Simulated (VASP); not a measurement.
A run of VASP 6.6.1 is set up as follows.

POSCAR

```
PbF2
1.0
    6.0240560000      0.0000000000      0.0000000000
    0.0000000000      3.0020500000      3.0112850000
    0.0000000000     -3.0020500000      3.0112850000
Pb F
2 4
Direct
    0.5000000000      0.9774790000      0.9774790000
    0.0000000000      0.4774790000      0.4774790000
    0.7647730000      0.9736080000      0.4586660000
    0.2352270000      0.4586660000      0.9736080000
    0.7352270000      0.4736080000      0.9586660000
    0.2647730000      0.9586660000      0.4736080000
```

INCAR.step1

```
SYSTEM = PbF2
PREC = Accurate
ENCUT = 520
ISMEAR = 0
SIGMA = 0.01
LREAL = .False.
LASPH = .True.
NELM = 60
NBANDS = 37
GGA = PE
ALGO = Normal
EDIFF = 1E-4
LWAVE = .True.
LCHARG = .False.
```

The input INCAR.step2:

```
SYSTEM = PbF2
PREC = Accurate
ENCUT = 520
EDIFF = 1E-6
ISMEAR = 0
SIGMA = 0.01
LREAL = .False.
LASPH = .True.
NELM = 60
ALGO = Normal
ISIF = 2
LWAVE = .False.
LCHARG = .True.
METAGGA = R2SCAN
LMIXTAU = .True.
LELF = .True.
LVHAR = .True.
NBANDS = 37
ISTART = 1
```

Contents of KPOINTS:

```
regular mesh
0
Gamma
  2 3 3
  0 0 0
```

Potentials or basis: VASP PAW PBE potentials, release 64 (Pb_d, F).

The run is started by

```console
$ cat potpaw_PBE.64/Pb_d/POTCAR potpaw_PBE.64/F/POTCAR > POTCAR
$ cp INCAR.step1 INCAR
$ mpirun -np 1 vasp_std > vasp.out
$ cp INCAR.step2 INCAR
$ mpirun -np 1 vasp_std > vasp.out
```

Problem. Estimate the largest force.

Solution. 0.067 eV/Å.

Problem. Estimate the pressure.

Solution. -3.1 GPa.

Problem. Estimate the band gap on the k mesh.

Solution. 4.95 eV.

Forces in eV/Å, atoms in the order of the input:
```
Pb   0.000  0.000 -0.034
Pb   0.000  0.000 -0.034
F   -0.051 -0.041  0.017
F    0.051  0.041  0.017
F    0.051 -0.041  0.017
F   -0.051  0.041  0.017
```

Caveat: the k points lie up to 0.52 Å⁻¹ apart; the PAW data sets were made with another functional, which shifts forces and pressure a little; spin-orbit coupling is left out, which moves the levels of the heavy elements. r2SCAN opens gaps a little over a GGA but as a rule still falls short of measured ones.
